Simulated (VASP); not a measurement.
Here is a VASP 6.6.1 calculation.

File INCAR:

```
SYSTEM = Ti6C
PREC = Accurate ; ENCUT = 520
EDIFF = 1E-6 ; ISMEAR = 0
SIGMA = 0.1 ; LREAL = .False.
LASPH = .True. ; NELM = 60
ALGO = Normal ; ISIF = 2
LWAVE = .False. ; LCHARG = .True.
GGA = PE ; LELF = .True.
LVHAR = .True. ; NBANDS = 47
```

Contents of KPOINTS:

```
regular mesh
0
Gamma
  8 8 8
  0 0 0
```

File POSCAR:

```
Ti6C
1.0
    5.7848761376      0.0000000000      0.0000000000
    0.0000000000      5.7848761376      0.0000000000
    0.0000000000      0.0000000000      5.7848761376
Ti C
6 1
Direct
    0.1699732333      0.5000000000      0.5000000000
    0.5000000000      0.1699732333      0.5000000000
    0.8300267667      0.5000000000      0.5000000000
    0.5000000000      0.8300267667      0.5000000000
    0.5000000000      0.5000000000      0.1699732333
    0.5000000000      0.5000000000      0.8300267667
    0.0000000000      0.0000000000      0.0000000000
```

Potentials or basis: VASP PAW PBE potentials, release 64 (Ti_sv, C).

Run with:

```sh
$ cat potpaw_PBE.64/Ti_sv/POTCAR potpaw_PBE.64/C/POTCAR > POTCAR
$ mpirun -np 1 vasp_std > vasp.out
```

Predict the pressure.

0.7 GPa.

What does it give for the band gap on the k mesh?

Zero (bands 38 and 39 overlap by 0.36 eV).

Forces on the atoms (eV/Å):
```
Ti   0.590  0.000  0.000
Ti   0.000  0.590  0.000
Ti  -0.590  0.000  0.000
Ti   0.000 -0.590  0.000
Ti   0.000  0.000  0.590
Ti   0.000  0.000 -0.590
C    0.000  0.000  0.000
```

Caveat: atoms lie so close that the PAW spheres overlap strongly, which falsifies energies and pressures.
